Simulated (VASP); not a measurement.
Crystal: K2Os.

```
CELL_PARAMETERS angstrom
0.00000 3.66612 3.66612
3.66612 0.00000 3.66612
3.66612 3.66612 0.00000
ATOMIC_POSITIONS crystal
K 0.25000 0.25000 0.25000
K 0.75000 0.75000 0.75000
Os 0.00000 0.00000 0.00000
```

The cell was built from a structure type or drawn by symmetry, and may not be a known phase.

- Program: VASP 6.6.1
- Task: relaxation of cell and atoms
- Functional: PBE
- Potentials or basis: VASP PAW PBE potentials, release 64 (K_sv, Os)
- Cutoff: 600 eV
- k mesh: 4 × 4 × 4
- Occupations: gaussian, width 0.1 eV
- Spin: no spin polarisation

At the start: pressure 4.3 GPa; volume 32.85 Å³/atom.

Where does the relaxation end?

Over 4 steps the energy falls by 93.5 meV/atom and the volume is 41.14 Å³/atom (+25.2 %); space group Fm-3m (No. 225, to 0.1 Å) before and after.

The path:
```
step  energy change (eV)  largest force (eV/Å)  pressure (GPa)  volume (Å³)
   1              0.0000                0.0000            4.30        98.55
   2             -0.2278                0.0000            1.52       111.66
   3             -0.2781                0.0000            0.28       121.02
   4             -0.2804                0.0000            0.03       123.43
```

Final structure:
```xyz
3
Lattice="0.0000 3.9518 3.9518 3.9518 0.0000 3.9518 3.9518 3.9518 0.0000" Properties=species:S:1:pos:R:3 pbc="T T T"
K     1.9759    1.9759    1.9759
K     5.9277    5.9277    5.9277
Os    3.9518    3.9518    0.0000
```

Caveat: the k points lie up to 0.34 Å⁻¹ apart in the final cell; the volume moved by over 15 % at a fixed basis, so the end points are rough.
